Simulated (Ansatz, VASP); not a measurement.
**One calculation of ZnSn4N, two programs**

```
Zn Sn N
1.0
     0.00000    4.21883    4.21883
     4.21883    0.00000    4.21883
     4.21883    4.21883    0.00000
Zn Sn N
1 4 1
Direct
  0.50000 0.50000 0.50000
  0.62482 0.12506 0.12506
  0.12506 0.62482 0.12506
  0.12506 0.12506 0.62482
  0.12506 0.12506 0.12506
  0.75000 0.75000 0.75000
```

Change from the starting cell: species swapped into the ZrNbFe4 type (F-43m, No. 216).

Alike in both runs: task relaxation of cell and atoms; functional PBE; k mesh 8 × 8 × 8; occupations gaussian, width 0.1 eV; no spin polarisation.

|  | VASP | Ansatz |
| --- | --- | --- |
| version | VASP 6.6.1 | Ansatz 0.2.0 |
| potentials or method | VASP PAW PBE potentials, release 64 (Zn, Sn_d, N), cutoff 600 eV | scalar-relativistic, plane waves, PAW |
| valence electrons in the cell | 73 | 73 |

|  | VASP | Ansatz | Ansatz less VASP |
| --- | --- | --- | --- |
| gap on the k mesh at the Fermi level, each at its own relaxed structure (eV) | none | none | - |
| relaxed volume (Å³/atom) | 26.02 | 26.04 | +0.018 |
| relaxed length of the cell vector where the two differ most in proportion (Å) | 6.044 | 6.046 | +0.0014 |

A gap of «none» marks a metal or a gap that the smearing closes.
